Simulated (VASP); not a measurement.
Here is a VASP 6.6.1 calculation.

The input INCAR:

```
SYSTEM = Hf
PREC     = Accurate       ! precision mode
ENCUT    = 520            ! plane-wave cutoff, eV
EDIFF    = 1E-6           ! SCF threshold, eV
ISMEAR   = -1             ! smearing method
SIGMA    = 0.05           ! smearing width, eV
LREAL    = .FALSE.        ! projectors in reciprocal space
LASPH    = .TRUE.         ! aspherical terms in the spheres
NELM     = 80             ! most SCF steps
ALGO     = Normal         ! electronic algorithm
ISIF     = 2              ! what is computed and relaxed
LWAVE    = .FALSE.        ! write WAVECAR
LCHARG   = .FALSE.        ! write CHGCAR
GGA      = CA             ! functional
NBANDS   = 17             ! bands
```

Contents of KPOINTS:

```
regular mesh
0
G
  10 10 5
  0 0 0
```

POSCAR

```
Hf
1.0
    3.1967000000      0.0000000000      0.0000000000
   -1.5983500000      2.7684234083      0.0000000000
    0.0000000000      0.0000000000      5.0578000000
Hf
2
Direct
    0.6666666667      0.3333333333      0.7500000000
    0.3333333333      0.6666666667      0.2500000000
```

Potentials or basis: VASP PAW LDA potentials, release 64 (Hf_pv).

Command:

```console
$ cat potpaw_LDA.64/Hf_pv/POTCAR > POTCAR
$ mpirun -np 1 vasp_std > vasp.out
```

Task: Estimate the pressure.

Result: -7.8 GPa.

Task: Predict the band gap on the k mesh.

Result: Zero (band 10 reaches 5.90 eV, above the bottom of band 11 at 4.45 eV).

Stress tensor (GPa, compression positive):
```
-7.64  0.00  0.00
 0.00 -7.64  0.00
 0.00  0.00 -8.11
```

Caveat: spin-orbit coupling is left out, which moves the levels of the heavy elements.
